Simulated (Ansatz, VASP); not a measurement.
SrCl2 in VASP and in Ansatz

```
CELL_PARAMETERS angstrom
0.00000 3.49772 3.49772
3.49772 0.00000 3.49772
3.49772 3.49772 0.00000
ATOMIC_POSITIONS crystal
Sr 0.00000 0.00000 0.00000
Cl 0.25000 0.25000 0.25000
Cl 0.75000 0.75000 0.75000
```

Alike in both runs: task single point; functional PBE-based screened hybrid with a share of 0.05 of exact exchange and HFSCREEN = 0.2078; k mesh 4 × 4 × 4; no spin polarisation.

```csv
,VASP,Ansatz
version,VASP 6.6.1,Ansatz 0.2.0
potentials or method,"VASP PAW PBE potentials, release 64 (Sr_sv, Cl)",plane waves
plane-wave cutoff (eV),520,420
occupations,"gaussian, width 0.01 eV",fixed
valence electrons in the cell,24,24
```

|  | VASP | Ansatz | Ansatz less VASP |
| --- | --- | --- | --- |
| gap on the k mesh at the Fermi level (eV) | 5.56 | 5.56 | +0.005 |
| pressure (GPa) | 0.7 | 0.6 | -0.07 |

VASP's potentials were made for PBE, not for PBE-based screened hybrid. Ansatz's warnings: stress exchange threshold loose, stress scf threshold loose.
